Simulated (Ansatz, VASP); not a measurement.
Sb: VASP beside Ansatz

Contents of INCAR:

```
PREC     = Accurate       # precision mode
ENCUT    = 500            # plane-wave cutoff, eV
EDIFF    = 1E-6           # SCF threshold, eV
ISMEAR   = 1              # smearing method
SIGMA    = 0.05           # smearing width, eV
LREAL    = F              # projectors in reciprocal space
LASPH    = T              # aspherical terms in the spheres
NELM     = 120            # most SCF steps
ALGO     = Normal         # electronic algorithm
ISIF     = 2              # what is computed and relaxed
LWAVE    = F              # write WAVECAR
LCHARG   = T              # write CHGCAR
GGA      = PE             # functional
LELF     = T              # ELF
LVHAR    = T            
NBANDS   = 8              # bands
GGA_COMPAT= F
```

Contents of KPOINTS:

```
regular mesh
0
Gamma
  9 9 9
```

POSCAR

```
Sb
1.0
   -1.7476999716      1.7476999716      1.7476999716
    1.7476999716     -1.7476999716      1.7476999716
    1.7476999716      1.7476999716     -1.7476999716
Sb
1
Direct
    0.0000000000      0.0000000000      0.0000000000
```

Input for Ansatz:

```yaml
crystal:
  lattice:
    - [-1.7476999715898058, 1.7476999715898058, 1.7476999715898058]
    - [1.7476999715898058, -1.7476999715898058, 1.7476999715898058]
    - [1.7476999715898058, 1.7476999715898058, -1.7476999715898058]
  atoms:
    - { symbol: Sb, position: [0.0, 0.0, 0.0] }
basis:
  ecutwfc: 500.0
kpoints:
  mp_grid:
    grid: [9, 9, 9]
hamiltonian:
  xc: pbe
  pseudopotentials:
    kind: paw
scf:
  occupations:
    method: methfessel_paxton
    width: 0.05
output:
  stress: true
```

Alike in both runs: task single point; functional PBE; k mesh 9 × 9 × 9; occupations methfessel-paxton of order 1, width 0.05 eV; no spin polarisation.

|  | VASP | Ansatz |
| --- | --- | --- |
| version | VASP 6.6.1 | Ansatz 0.2.0 |
| potentials or method | VASP PAW PBE potentials, release 64 (Sb), cutoff 500 eV | plane waves, PAW |
| valence electrons in the cell | 5 | 15 |

|  | VASP | Ansatz | Ansatz less VASP |
| --- | --- | --- | --- |
| pressure (GPa) | 25.7 | 25.7 | 0.00 |

VASP's potentials hold 5 valence electrons a cell and Ansatz's 15, so a difference there can come from the potentials and not from the codes.

Neither program's run includes spin-orbit coupling.
